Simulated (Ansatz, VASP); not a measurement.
Two plane-wave programs on Zr

INCAR

```
  PREC = Accurate
  ENCUT = 520
  EDIFF = 1E-8
  ISMEAR = -1
  SIGMA = 0.08
  LREAL = False
  LASPH = True
  NELM = 100
  ALGO = Normal
  ISIF = 2
  LWAVE = False
  LCHARG = False
  GGA = PS
  LEFG = True
  NBANDS = 12
```

KPOINTS

```
Automatic mesh
0
Gamma
  14 14 14
```

The input POSCAR:

```
Zr
1.0
   -1.8643000000      1.8100000000      1.8100000000
    1.8100000000     -1.8643000000      1.8100000000
    1.8100000000      1.8100000000     -1.8643000000
Zr
1
Direct
    0.0000000000      0.0000000000      0.0000000000
```

Input for Ansatz:

```yaml
crystal:
  lattice:
    - [-1.8643, 1.81, 1.81]
    - [1.81, -1.8643, 1.81]
    - [1.81, 1.81, -1.8643]
  atoms:
    - { symbol: Zr, position: [0.0, 0.0, 0.0] }
kpoints:
  mp_grid: { grid: [14, 14, 14] }
scf:
  occupations: { method: fermi_dirac, width: 0.08 }
hamiltonian:
  xc: pbesol
  pseudopotentials: { kind: paw }
output:
  forces: true
  stress: true
  eigenvalues: true
  efg: { contact_densities: true }
```

Change from the starting cell: equal xy, yz and zx shear strains of -3 %, PAW files.

Alike in both runs: task electric field gradients; functional PBEsol; k mesh 14 × 14 × 14; occupations fermi-dirac, width 0.08 eV; no spin polarisation.

|  | VASP | Ansatz |
| --- | --- | --- |
| version | VASP 6.6.1 | Ansatz 0.2.0 |
| potentials or method | VASP PAW PBE potentials, release 64 (Zr_sv) | PAW with Ansatz's default frozen-core files, scalar-relativistic |
| plane-wave cutoff (eV) | 520 | 420 |
| valence electrons in the cell | 12 | 12 |

Ansatz gave:

* pressure (GPa): -6.6
* traceless stress, the component that is largest in VASP (GPa): 0.62
* size of Vzz on the site where it differs most (V/Å²): 36.5

Q: Estimate VASP's values.

A: Pressure (GPa): -6.6; traceless stress, the component that is largest in VASP (GPa): 0.63; size of Vzz on the site where it differs most (V/Å²): 38.7.

VASP's potentials were made for PBE, not for PBEsol.
